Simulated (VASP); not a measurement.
# CuP (Fm-3m) in VASP: further runs, part 2 of 2

VASP 6.6.1. The steps go on from the part before.

## Step 3: Single point, PBE

This run uses another cell than the first one, of 13.96 Å³/atom, 0.935 times its volume.

The input, INCAR:

```
PREC = Accurate
ENCUT = 520
EDIFF = 1E-6
ISMEAR = 0
SIGMA = 0.05
LREAL = F
LASPH = T
NELM = 100
ALGO = Normal
ISIF = 2
LWAVE = F
LCHARG = F
GGA = PE
ISYM = 0
NBANDS = 15
```

The input, KPOINTS:

```
Automatic mesh
0
Gamma
  12 12 12
```

The input, POSCAR:

```
CuP
1.0
    0.0000000000      2.4078627738      2.4078627738
    2.4078627738      0.0000000000      2.4078627738
    2.4078627738      2.4078627738      0.0000000000
Cu P
1 1
Direct
    0.5000000000      0.5000000000      0.5000000000
    0.0000000000      0.0000000000      0.0000000000
```

Potentials or basis: VASP PAW PBE potentials, release 64 (Cu, P).

On the command line:

```
cat potpaw_PBE.64/Cu/POTCAR potpaw_PBE.64/P/POTCAR > POTCAR
mpirun -np 1 vasp_std > vasp.out
```

OUTCAR:

```text
PREC = Accurate
   ENCUT = 520
   EDIFF = 1E-6
   ISMEAR = 0
   LREAL = F
   LASPH = T
   NELM = 100
   ISIF = 2
   GGA = PE
   ISYM = 0

 ion  position               nearest neighbor table
   1  0.500  0.500  0.500-   2 2.41   2 2.41   2 2.41   2 2.41   2 2.41   2 2.41
   2  0.000  0.000  0.000-   1 2.41   1 2.41   1 2.41   1 2.41   1 2.41   1 2.41

IMPORTANT INFORMATION: All symmetrisations will be switched off!
NOSYMM: (Re-)initialisation of all symmetry stuff for point group C_1.

----------------------------------------------------------------------------------------

                                     Primitive cell

  volume of cell :      27.9206

  direct lattice vectors                    reciprocal lattice vectors
     0.000000000  2.407862774  2.407862774    -0.207653030  0.207653030  0.207653030
     2.407862774  0.000000000  2.407862774     0.207653030 -0.207653030  0.207653030
     2.407862774  2.407862774  0.000000000     0.207653030  0.207653030 -0.207653030

  length of vectors
     3.405232191  3.405232191  3.405232191     0.359665598  0.359665598  0.359665598

  position of ions in fractional coordinates (direct lattice)
     0.500000000  0.500000000  0.500000000
     0.000000000  0.000000000  0.000000000

  ion indices of the primitive-cell ions
   primitive index   ion index
                 1           1
                 2           2

----------------------------------------------------------------------------------------

 KPOINTS: Automatic mesh

Automatic generation of k-mesh.
 Grid dimensions read from file:
 generate k-points for:   12   12   12

 Generating k-lattice:

  Cartesian coordinates                     Fractional coordinates (reciprocal lattice)
    -0.017304419  0.017304419  0.017304419     0.083333333  0.000000000  0.000000000
     0.017304419 -0.017304419  0.017304419     0.000000000  0.083333333  0.000000000
     0.017304419  0.017304419 -0.017304419     0.000000000  0.000000000  0.083333333

  Length of vectors
     0.029972133  0.029972133  0.029972133

  Shift w.r.t. Gamma in fractional coordinates (k-lattice)
     0.000000000  0.000000000  0.000000000

 Subroutine IBZKPT returns following result:
 ===========================================

 Found    868 irreducible k-points:

 Following reciprocal coordinates:
            Coordinates               Weight
  0.000000  0.000000  0.000000      1.000000
  0.083333  0.000000  0.000000      2.000000
  0.000000  0.083333  0.000000      2.000000
  0.000000  0.000000  0.083333      2.000000
  0.083333  0.083333  0.083333      2.000000
  0.166667  0.000000  0.000000      2.000000
[... 16 lines left out ...]
  0.000000  0.500000  0.000000      1.000000
  0.000000  0.000000  0.500000      1.000000
 [... further k-points ...]
   k-points           NKPTS =    868   k-points in BZ     NKDIM =    868   number of bands    NBANDS=     15
   number of dos      NEDOS =    301   number of ions     NIONS =      2
   total plane-waves  NPLWV =  21952
   dimension x,y,z NGX =    28 NGY =   28 NGZ =   28
   dimension x,y,z NGXF=    56 NGYF=   56 NGZF=   56
   ions per type =               1   1
   NGX,Y,Z   is equivalent  to a cutoff of  13.67, 13.67, 13.67 a.u.
   NGXF,Y,Z  is equivalent  to a cutoff of  27.34, 27.34, 27.34 a.u.
 SYSTEM =  unknown system
   PREC   = accura    normal or accurate (medium, high low for compatibility)
   ISTART =      0    job   : 0-new  1-cont  2-samecut
   ICHARG =      2    charge: 1-file 2-atom 10-const
   ISPIN  =      1    spin polarized calculation?
   LNONCOLLINEAR =      F non collinear calculations
   LSORBIT =      F    spin-orbit coupling
   LASPH  =      T    aspherical Exc in radial PAW
   ENCUT  =  520.0 eV  38.22 Ry    6.18 a.u.   6.33  6.33  6.33*2*pi/ulx,y,z
   NELM   =    100;   NELMIN=  2; NELMDL= -5     # of ELM steps
   EDIFF  = 0.1E-05   stopping-criterion for ELM
   LREAL  =      F    real-space projection
   EDIFFG = 0.1E-04   stopping-criterion for IOM
   NSW    =      0    number of steps for IOM
   IBRION =     -1    ionic relax: 0-MD 1-quasi-New 2-CG
   NFREE  =      0    steps in history (QN), initial steepest desc. (CG)
   ISIF   =      2    stress and relaxation
   ISYM   =      0    0-nonsym 1-usesym 2-fastsym
   POTIM  = 0.5000    time-step for ionic-motion
   TEBEG  =    0.0;   TEEND  =   0.0 temperature during run
   PSTRESS=    0.0 pullay stress
   NELECT =      16.0000    total number of electrons
   NUPDOWN=      -1.0000    fix difference up-down
   EMIN   =  10.00;   EMAX   =-10.00  energy-range for DOS
   EFERMI =   0.00;   METHOD = LEGACY
   ISMEAR =     0;   SIGMA  =   0.05  broadening in eV -4-tet -1-fermi 0-gaus
   EFERMI_NEDOS =   21; number of points for ismear=-14 and -15
   IALGO  =     38    algorithm
   IMIX   =      4    mixing-type and parameters
     AMIX     =   0.40;   BMIX     =  1.00
     AMIX_MAG =   1.60;   BMIX_MAG =  1.00
  volume/ion in A,a.u.               =      13.96        94.21
  Fermi-wavevector in a.u.,A,eV,Ry     =   1.359794  2.569638 25.157710  1.849039
  Thomas-Fermi vector in A             =   2.486511
   LORBIT       =      0    0 simple, 1 ext, 2 COOP (PROOUT), +10 PAW based schemes
   GGA     = PE    functional components
   LHFCALC =     F    Hartree Fock is set to
   AEXX    =    0.0000 exact exchange contribution
   IVDW    =     0    specifies the selected vdW correction
   LEPSILON=     F    determine dielectric tensor
   LRPA    =     F    only Hartree local field effects (RPA)
 non-spin polarized calculation
 Gauss-broadening in eV      SIGMA  =   0.05
  energy-cutoff  :      520.00
  volume of cell :       27.92
 maximum number of plane-waves:       769
 NGX is ok and might be reduce to    28
   NGX = 13   NGY = 13   NGZ = 13

 number of electron      15.9999998 magnetization

 Free energy of the ion-electron system (eV)
  ---------------------------------------------------
  ext. energy  EPLUGINS =         0.00000000
  ---------------------------------------------------
  free energy    TOTEN  =        -8.70382887 eV

  energy without entropy =       -8.70264355  energy(sigma->0) =       -8.70323621

 E-fermi :   7.8054     XC(G=0): -11.6364

 val. band max:        7.7590945172   @ k =   0.2500   0.2500   0.0000
 cond. band min:       7.8263779876   @ k =   0.0833   0.0833   0.1667
 fundamental gap:      0.0672834703
 Fermi energy:         7.8053531965

 k-point     1 :       0.0000    0.0000    0.0000
  band No.  band energies     occupation
      1      -5.6363      2.00000
      2       4.1867      2.00000
      3       4.1867      2.00000
      4       4.2307      2.00000
      5       4.2307      2.00000
      6       4.2307      2.00000
      7       8.9670      0.00000
      8       8.9670      0.00000
      9       8.9670      0.00000
     10      14.8058      0.00000
     11      17.1234      0.00000
     12      17.1234      0.00000
     13      17.1234      0.00000
     14      20.1167      0.00000
     15      20.8545      0.00000

 k-point     2 :       0.0833    0.0000    0.0000
  band No.  band energies     occupation
      1      -5.5187      2.00000
      2       4.1214      2.00000
      3       4.1214      2.00000
      4       4.1751      2.00000
      5       4.2550      2.00000
      6       4.2550      2.00000
      7       8.3506      0.00000
      8       9.0486      0.00000
      9       9.0486      0.00000
     10      15.2166      0.00000
     11      16.7131      0.00000
     12      17.1969      0.00000
     13      17.1969      0.00000
     14      19.5489      0.00000
     15      19.5489      0.00000
[... 365 lines left out ...]
      3       3.3224      2.00000
      4       3.3224      2.00000
      5       4.6980      2.00000
      6       4.6980      2.00000
      7       5.1497      2.00000
      8      10.3532      0.00000
      9      10.3532      0.00000
     10      12.8346      0.00000
     11      13.6604      0.00000
     12      13.6604      0.00000
     13      19.2148      0.00000
     14      22.4057      0.00000
     15      22.4057      0.00000

 k-point    24 :       0.0000    0.0000    0.5000
  band No.  band energies     occupation
      1      -2.6986      2.00000
      2       0.6073      2.00000
      3       3.3224      2.00000
      4       3.3224      2.00000
      5       4.6980      2.00000
      6       4.6980      2.00000
      7       5.1497      2.00000
      8      10.3532      0.00000
      9      10.3532      0.00000
     10      12.8346      0.00000
     11      13.6604      0.00000
     12      13.6604      0.00000
     13      19.2148      0.00000
     14      22.4057      0.00000
     15      22.4057      0.00000

 [... further k-points ...]
[... 5 lines left out ...]
  --------------------------------------------------------------------------------------
  -------------------------------------------------------------------------------------
  Total        0.4215798      0.4215799      0.4215791      0.0000098      0.0000097      0.0000097
  in kB       24.1916342     24.1916373     24.1915953      0.0005641      0.0005540      0.0005544
  external PRESSURE =      24.1916223 kB  Pullay stress =       0.0000000 kB

 VOLUME and BASIS-vectors are now :
 -----------------------------------------------------------------------------
  energy-cutoff  :      520.00
  volume of cell :       27.92
      direct lattice vectors                 reciprocal lattice vectors
     0.000000000  2.407862774  2.407862774    -0.207653030  0.207653030  0.207653030
     2.407862774  0.000000000  2.407862774     0.207653030 -0.207653030  0.207653030
     2.407862774  2.407862774  0.000000000     0.207653030  0.207653030 -0.207653030

 POSITION                                       TOTAL-FORCE (eV/Angst)
 -----------------------------------------------------------------------------------
      2.40786      2.40786      2.40786        -0.000000     -0.000000     -0.000000
      0.00000      0.00000      0.00000         0.000000      0.000000      0.000000
 -----------------------------------------------------------------------------------
    total drift:                               -0.000000     -0.000000     -0.000000

  FREE ENERGIE OF THE ION-ELECTRON SYSTEM (eV)
  ---------------------------------------------------
  free  energy   TOTEN  =        -8.7038288727 eV

  energy  without entropy=       -8.7026435475  energy(sigma->0) =       -8.70323621
```

Wall time 13 min (1 thread of Oxide Virtual Turin-like, shared host); peak memory 0.43 GiB.

What came out:

- Free energy: -8.7038 eV
- Pressure: 2.4 GPa
- Band gap on the k mesh: zero (band 8 reaches 10.35 eV, above the bottom of band 9 at 5.53 eV)
